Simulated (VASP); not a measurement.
# WSe3 (Pmmn) in VASP: single point with PBE

Aim: the single point of WSe3 with PBE.

All numbers are computed with VASP 6.6.1; they aren't measurements. Logs are shortened: lines on timing, memory, paths and dates and some standing lists are left out, and cuts for length are marked.

### Step 1. The cell of the first run

Symmetry: Pmmn, No. 59, orthorhombic system. Conventional cell: a = 3.324 Å, b = 7.857 Å, c = 7.875 Å, α = 90.00°, β = 90.00°, γ = 90.00°. Within 3.4 Å of W (site symmetry mm2) lie 8 Se at 2.56 to 2.69 Å and 2 W at 3.32 Å. Within 3.4 Å of Se (site symmetry mm2) lie 2 W at 2.56 Å and 6 Se at 3.14 to 3.32 Å. Se (site symmetry m) has 3 W at 2.65 to 2.69 Å and 7 Se at 2.87 to 3.32 Å within 3.5 Å.

The cell was built from a structure type or drawn by symmetry, and may not be a known phase.

### Step 2. Single point, PBE

INCAR

```
SYSTEM = WSe3
ALGO = Normal
EDIFF = 1E-7
ENCUT = 520
GGA = PE
ISIF = 2
ISMEAR = 0
LASPH = .True.
LCHARG = .True.
LELF = .True.
LREAL = .False.
LVHAR = .True.
LWAVE = .False.
NBANDS = 42
NELM = 100
PREC = Accurate
SIGMA = 0.1
```

KPOINTS

```
k-points
0
Gamma
  12 6 6
  0 0 0
```

POSCAR

```
WSe3
1.0
    3.3238759737      0.0000000000      0.0000000000
    0.0000000000      7.8573970069      0.0000000000
    0.0000000000      0.0000000000      7.8748498029
W Se
2 6
Direct
    0.5000000000      0.5000000000      0.5291773869
    0.0000000000      0.0000000000      0.4708226131
    0.0000000000      0.5000000000      0.7757328308
    0.5000000000      0.0000000000      0.2242671692
    0.0000000000      0.6827352261      0.3418237792
    0.5000000000      0.8172647739      0.6581762208
    0.0000000000      0.3172647739      0.3418237792
    0.5000000000      0.1827352261      0.6581762208
```

Potentials or basis: VASP PAW PBE potentials, release 64 (W_sv, Se).

Command:

```sh
> cat potpaw_PBE.64/W_sv/POTCAR potpaw_PBE.64/Se/POTCAR > POTCAR
> mpirun -np 1 vasp_std > vasp.out
```

OUTCAR:

```text
SYSTEM = WSe3
   EDIFF = 1E-7
   ENCUT = 520
   GGA = PE
   ISIF = 2
   ISMEAR = 0
   LASPH = .True.
   LREAL = .False.
   NELM = 100
   PREC = Accurate

 ion  position               nearest neighbor table
   1  0.500  0.500  0.529-   3 2.56   3 2.56   7 2.65   5 2.65   5 2.65   7 2.65   8 2.69   6 2.69

   2  0.000  0.000  0.471-   4 2.56   4 2.56   8 2.65   6 2.65   6 2.65   8 2.65   5 2.69   7 2.69

   3  0.000  0.500  0.776-   1 2.56   1 2.56
   4  0.500  0.000  0.224-   2 2.56   2 2.56
   5  0.000  0.683  0.342-   1 2.65   1 2.65   2 2.69
   6  0.500  0.817  0.658-   2 2.65   2 2.65   1 2.69
   7  0.000  0.317  0.342-   1 2.65   1 2.65   2 2.69
   8  0.500  0.183  0.658-   2 2.65   2 2.65   1 2.69

  LATTYP: Found a simple orthorhombic cell.
 ALAT       =     3.3238759737
 B/A-ratio  =     2.3639260517
 C/A-ratio  =     2.3691767879

  Lattice vectors:

 A1 = (   3.3238759737,   0.0000000000,   0.0000000000)
 A2 = (   0.0000000000,   7.8573970069,   0.0000000000)
 A3 = (   0.0000000000,   0.0000000000,   7.8748498029)

Analysis of symmetry for initial positions (statically):
=====================================================================
 Subroutine PRICEL returns:
 Original cell was already a primitive cell.

 Routine SETGRP: Setting up the symmetry group for a
 simple orthorhombic supercell.

 Subroutine GETGRP returns: Found  8 space group operations
 (whereof  4 operations were pure point group operations)
 out of a pool of  8 trial point group operations.

The static configuration has the point symmetry C_2v.
 The point group associated with its full space group is D_2h.

Analysis of symmetry for dynamics (positions and initial velocities):
=====================================================================
 Subroutine PRICEL returns:
 Original cell was already a primitive cell.

 Routine SETGRP: Setting up the symmetry group for a
 simple orthorhombic supercell.

 Subroutine GETGRP returns: Found  8 space group operations
 (whereof  4 operations were pure point group operations)
 out of a pool of  8 trial point group operations.

The dynamic configuration has the point symmetry C_2v.
 The point group associated with its full space group is D_2h.

 Subroutine INISYM returns: Found  8 space group operations
 (whereof  4 operations are pure point group operations),
 and found     1 'primitive' translations

----------------------------------------------------------------------------------------

                                     Primitive cell

  volume of cell :     205.6676

  direct lattice vectors                    reciprocal lattice vectors
     3.323875974  0.000000000  0.000000000     0.300853584  0.000000000  0.000000000
     0.000000000  7.857397007  0.000000000     0.000000000  0.127268611  0.000000000
     0.000000000  0.000000000  7.874849803     0.000000000  0.000000000  0.126986549

  length of vectors
     3.323875974  7.857397007  7.874849803     0.300853584  0.127268611  0.126986549

  position of ions in fractional coordinates (direct lattice)
     0.500000000  0.500000000  0.529177387
     0.000000000  0.000000000  0.470822613
     0.000000000  0.500000000  0.775732831
     0.500000000  0.000000000  0.224267169
     0.000000000  0.682735226  0.341823779
     0.500000000  0.817264774  0.658176221
     0.000000000  0.317264774  0.341823779
     0.500000000  0.182735226  0.658176221

  ion indices of the primitive-cell ions
   primitive index   ion index
                 1           1
                 2           2
                 3           3
                 4           4
                 5           5
                 6           6
                 7           7
                 8           8

----------------------------------------------------------------------------------------

 KPOINTS: k-points

Automatic generation of k-mesh.
 Grid dimensions read from file:
 generate k-points for:   12    6    6

 Generating k-lattice:

  Cartesian coordinates                     Fractional coordinates (reciprocal lattice)
     0.025071132  0.000000000  0.000000000     0.083333333  0.000000000  0.000000000
     0.000000000  0.021211435  0.000000000     0.000000000  0.166666667  0.000000000
     0.000000000  0.000000000  0.021164425     0.000000000  0.000000000  0.166666667

  Length of vectors
     0.025071132  0.021211435  0.021164425

  Shift w.r.t. Gamma in fractional coordinates (k-lattice)
     0.000000000  0.000000000  0.000000000

 Subroutine IBZKPT returns following result:
 ===========================================

 Found    112 irreducible k-points:

 Following reciprocal coordinates:
            Coordinates               Weight
  0.000000  0.000000  0.000000      1.000000
  0.083333  0.000000  0.000000      2.000000
  0.166667  0.000000  0.000000      2.000000
  0.250000  0.000000  0.000000      2.000000
  0.333333  0.000000  0.000000      2.000000
  0.416667  0.000000  0.000000      2.000000
[... 16 lines left out ...]
  0.083333  0.500000  0.000000      2.000000
  0.166667  0.500000  0.000000      2.000000
 [... further k-points ...]
   k-points           NKPTS =    112   k-points in BZ     NKDIM =    112   number of bands    NBANDS=     42
   number of dos      NEDOS =    301   number of ions     NIONS =      8
   total plane-waves  NPLWV = 100800
   dimension x,y,z NGX =    28 NGY =   60 NGZ =   60
   dimension x,y,z NGXF=    56 NGYF=  120 NGZF=  120
   ions per type =               2   6
   NGX,Y,Z   is equivalent  to a cutoff of  14.00, 12.69, 12.67 a.u.
   NGXF,Y,Z  is equivalent  to a cutoff of  28.01, 25.39, 25.33 a.u.
 SYSTEM =  WSe3
   PREC   = accura    normal or accurate (medium, high low for compatibility)
   ISTART =      0    job   : 0-new  1-cont  2-samecut
   ICHARG =      2    charge: 1-file 2-atom 10-const
   ISPIN  =      1    spin polarized calculation?
   LNONCOLLINEAR =      F non collinear calculations
   LSORBIT =      F    spin-orbit coupling
   LASPH  =      T    aspherical Exc in radial PAW
   ENCUT  =  520.0 eV  38.22 Ry    6.18 a.u.   6.18 14.61 14.64*2*pi/ulx,y,z
   NELM   =    100;   NELMIN=  2; NELMDL= -5     # of ELM steps
   EDIFF  = 0.1E-06   stopping-criterion for ELM
   LREAL  =      F    real-space projection
   EDIFFG = 0.1E-05   stopping-criterion for IOM
   NSW    =      0    number of steps for IOM
   IBRION =     -1    ionic relax: 0-MD 1-quasi-New 2-CG
   NFREE  =      0    steps in history (QN), initial steepest desc. (CG)
   ISIF   =      2    stress and relaxation
   ISYM   =      2    0-nonsym 1-usesym 2-fastsym
   POTIM  = 0.5000    time-step for ionic-motion
   TEBEG  =    0.0;   TEEND  =   0.0 temperature during run
   PSTRESS=    0.0 pullay stress
   NELECT =      64.0000    total number of electrons
   NUPDOWN=      -1.0000    fix difference up-down
   EMIN   =  10.00;   EMAX   =-10.00  energy-range for DOS
   EFERMI =   0.00;   METHOD = LEGACY
   ISMEAR =     0;   SIGMA  =   0.10  broadening in eV -4-tet -1-fermi 0-gaus
   EFERMI_NEDOS =   21; number of points for ismear=-14 and -15
   IALGO  =     38    algorithm
   IMIX   =      4    mixing-type and parameters
     AMIX     =   0.40;   BMIX     =  1.00
     AMIX_MAG =   1.60;   BMIX_MAG =  1.00
  volume/ion in A,a.u.               =      25.71       173.49
  Fermi-wavevector in a.u.,A,eV,Ry     =   1.109378  2.096420 16.744957  1.230720
  Thomas-Fermi vector in A             =   2.245917
   LORBIT       =      0    0 simple, 1 ext, 2 COOP (PROOUT), +10 PAW based schemes
   GGA     = PE    functional components
   LHFCALC =     F    Hartree Fock is set to
   AEXX    =    0.0000 exact exchange contribution
   IVDW    =     0    specifies the selected vdW correction
   LEPSILON=     F    determine dielectric tensor
   LRPA    =     F    only Hartree local field effects (RPA)
 non-spin polarized calculation
 Gauss-broadening in eV      SIGMA  =   0.10
  energy-cutoff  :      520.00
  volume of cell :      205.67
 maximum number of plane-waves:      5570
 NGX is ok and might be reduce to    28
   NGX = 13   NGY = 29   NGZ = 29

 number of electron      63.9999996 magnetization

 Free energy of the ion-electron system (eV)
  ---------------------------------------------------
  ext. energy  EPLUGINS =         0.00000000
  ---------------------------------------------------
  free energy    TOTEN  =       -48.90797647 eV

  energy without entropy =      -48.89501638  energy(sigma->0) =      -48.90149643

 E-fermi :   3.8229     XC(G=0):  -9.0933

 val. band max:        3.8183494073   @ k =   0.2500   0.0000   0.1667
 cond. band min:       3.8410799067   @ k =   0.1667   0.1667   0.5000
 fundamental gap:      0.0227304994
 Fermi energy:         3.8228572541

 k-point     1 :       0.0000    0.0000    0.0000
  band No.  band energies     occupation
      1     -71.0091      2.00000
      2     -71.0090      2.00000
      3     -35.2274      2.00000
      4     -35.2258      2.00000
      5     -35.1799      2.00000
      6     -35.1778      2.00000
[... 34 lines left out ...]
     41       7.1663      0.00000
     42       7.3347      0.00000

 k-point     2 :       0.0833    0.0000    0.0000
  band No.  band energies     occupation
      1     -71.0089      2.00000
      2     -71.0087      2.00000
      3     -35.2370      2.00000
      4     -35.2355      2.00000
      5     -35.1785      2.00000
      6     -35.1764      2.00000
[... 34 lines left out ...]
     41       6.8927      0.00000
     42       7.4632      0.00000

 k-point     3 :       0.1667    0.0000    0.0000
  band No.  band energies     occupation
      1     -71.0081      2.00000
      2     -71.0079      2.00000
      3     -35.2632      2.00000
      4     -35.2619      2.00000
      5     -35.1747      2.00000
      6     -35.1728      2.00000
[... 897 lines left out ...]
      4     -35.2363      2.00000
      5     -35.1775      2.00000
      6     -35.1775      2.00000
[... 34 lines left out ...]
     41       7.2998      0.00000
     42       7.2998      0.00000

 k-point    24 :       0.1667    0.5000    0.0000
  band No.  band energies     occupation
      1     -71.0080      2.00000
      2     -71.0080      2.00000
      3     -35.2626      2.00000
      4     -35.2626      2.00000
      5     -35.1738      2.00000
      6     -35.1738      2.00000
[... 34 lines left out ...]
     41       7.3554      0.00000
     42       7.3554      0.00000

 [... further k-points ...]

------------------------ aborting loop because EDIFF is reached ----------------------------------------

  FORCE on cell =-STRESS in cart. coord.  units (eV):
  Direction    XX          YY          ZZ          XY          YZ          ZX
  --------------------------------------------------------------------------------------
  -------------------------------------------------------------------------------------
  Total        0.2292056      0.1924258      0.1865902      0.0000000      0.0000000      0.0000000
  in kB        1.7855417      1.4990220      1.4535624      0.0000000      0.0000000      0.0000000
  external PRESSURE =       1.5793754 kB  Pullay stress =       0.0000000 kB

 VOLUME and BASIS-vectors are now :
 -----------------------------------------------------------------------------
  energy-cutoff  :      520.00
  volume of cell :      205.67
      direct lattice vectors                 reciprocal lattice vectors
     3.323875974  0.000000000  0.000000000     0.300853584  0.000000000  0.000000000
     0.000000000  7.857397007  0.000000000     0.000000000  0.127268611  0.000000000
     0.000000000  0.000000000  7.874849803     0.000000000  0.000000000  0.126986549

 POSITION                                       TOTAL-FORCE (eV/Angst)
 -----------------------------------------------------------------------------------
      1.66194      3.92870      4.16719         0.000000      0.000000     -0.008244
      0.00000      0.00000      3.70766         0.000000      0.000000      0.008244
      0.00000      3.92870      6.10878         0.000000      0.000000      0.028492
      1.66194      0.00000      1.76607         0.000000      0.000000     -0.028492
      0.00000      5.36452      2.69181        -0.000000      0.006943     -0.021873
      1.66194      6.42157      5.18304         0.000000     -0.006943      0.021873
      0.00000      2.49288      2.69181         0.000000     -0.006943     -0.021873
      1.66194      1.43582      5.18304        -0.000000      0.006943      0.021873
 -----------------------------------------------------------------------------------
    total drift:                                0.000000      0.000000      0.000000

  FREE ENERGIE OF THE ION-ELECTRON SYSTEM (eV)
  ---------------------------------------------------
  free  energy   TOTEN  =       -48.9079764672 eV

  energy  without entropy=      -48.8950163846  energy(sigma->0) =      -48.90149643
```

Run time: 8.8 min. Hardware: 1 thread of Intel Xeon 6975P-C (Granite Rapids), shared host; peak memory 0.85 GiB.

What came out:

- Free energy: -48.9080 eV
- Pressure: 0.2 GPa
- Largest force: 0.028 eV/Å
- Band gap on the k mesh: zero (bands 32 and 33 overlap by 0.21 eV)

Forces in eV/Å, atoms in the order of the input:
```
W    0.000  0.000 -0.008
W    0.000  0.000  0.008
Se   0.000  0.000  0.028
Se   0.000  0.000 -0.028
Se   0.000  0.007 -0.022
Se   0.000 -0.007  0.022
Se   0.000 -0.007 -0.022
Se   0.000  0.007  0.022
```

Caveat: spin-orbit coupling is left out, which moves the levels of the heavy elements; this functional lacks dispersion, which binds the layers, so the pressure and a relaxed spacing across them are unreliable.
